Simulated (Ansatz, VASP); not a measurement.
# TaN in VASP and in Ansatz

```
CELL_PARAMETERS angstrom
5.22710 0.00000 0.00000
-2.61355 4.52680 0.00000
0.00000 0.00000 2.92037
ATOMIC_POSITIONS crystal
Ta 0.33333 0.66667 0.50000
Ta 0.66667 0.33333 0.50000
Ta 0.00000 0.00000 0.00000
N 0.39246 0.00000 0.00000
N 0.60754 0.60754 0.00000
N 0.00000 0.39246 0.00000
```

Alike in both runs: functional PBE; k mesh 7 × 7 × 11; occupations fermi-dirac, width 0.1 eV; no spin polarisation.

Ansatz relaxed the structure, and its values are those at the end. VASP's run is a single point on that final structure, the one shown.

|  | VASP | Ansatz |
| --- | --- | --- |
| version | VASP 6.6.1 | Ansatz 0.2.0 |
| potentials or method | VASP PAW PBE potentials, release 64 (Ta_pv, N), cutoff 520 eV | PAW plane waves |
| valence electrons in the cell | 48 | 54 |

|  | VASP | Ansatz | Ansatz less VASP |
| --- | --- | --- | --- |
| gap on the k mesh at the Fermi level (eV) | none | none | - |
| pressure (GPa) | 0.8 | 0.0 | -0.79 |

A gap of «none» marks a metal or a gap that the smearing closes. With one functional, cell and mesh, what is left measures potentials, basis and numerics. VASP's potentials hold 48 valence electrons a cell and Ansatz's 54, so a difference there can come from the potentials and not from the codes.

Spin-orbit coupling is off throughout.
